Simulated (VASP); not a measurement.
A run of VASP 6.6.1 is set up as follows.

Contents of INCAR:

```
PREC = Accurate
ENCUT = 600
EDIFF = 1E-6
ISMEAR = -1
SIGMA = 0.1
LREAL = F
LASPH = T
NELM = 60
ALGO = Normal
ISIF = 3
LWAVE = F
LCHARG = F
GGA = CA
IBRION = 2
NSW = 60
EDIFFG = -0.005
```

The input KPOINTS:

```
regular mesh
0
Gamma
  17 17 17
```

The input POSCAR:

```
In
1.0
   -1.8324862937      1.8324862937      1.8324862937
    1.8324862937     -1.8324862937      1.8324862937
    1.8324862937      1.8324862937     -1.8324862937
In
1
Direct
    0.0000000000      0.0000000000      0.0000000000
```

Potentials or basis: VASP PAW LDA potentials, release 64 (In_d).

Launch:

```sh
$ cat potpaw_LDA.64/In_d/POTCAR > POTCAR
$ mpirun -np 1 vasp_std > vasp.out
```

Q: Predict the relaxed cell.

A: a = 3.186 Å, b = 3.186 Å, c = 3.186 Å, α = 109.47°, β = 109.47°, γ = 109.47°.

Q: Predict the relaxed volume.

A: 24.90 Å³/atom.

Q: Estimate the space group after relaxing (to 0.05 Å).

A: Im-3m (No. 229).

Final structure:
```
In
1.0
    -1.83960    1.83960    1.83960
     1.83960   -1.83960    1.83960
     1.83960    1.83960   -1.83960
In
1
Direct
  0.00000 0.00000 0.00000
```
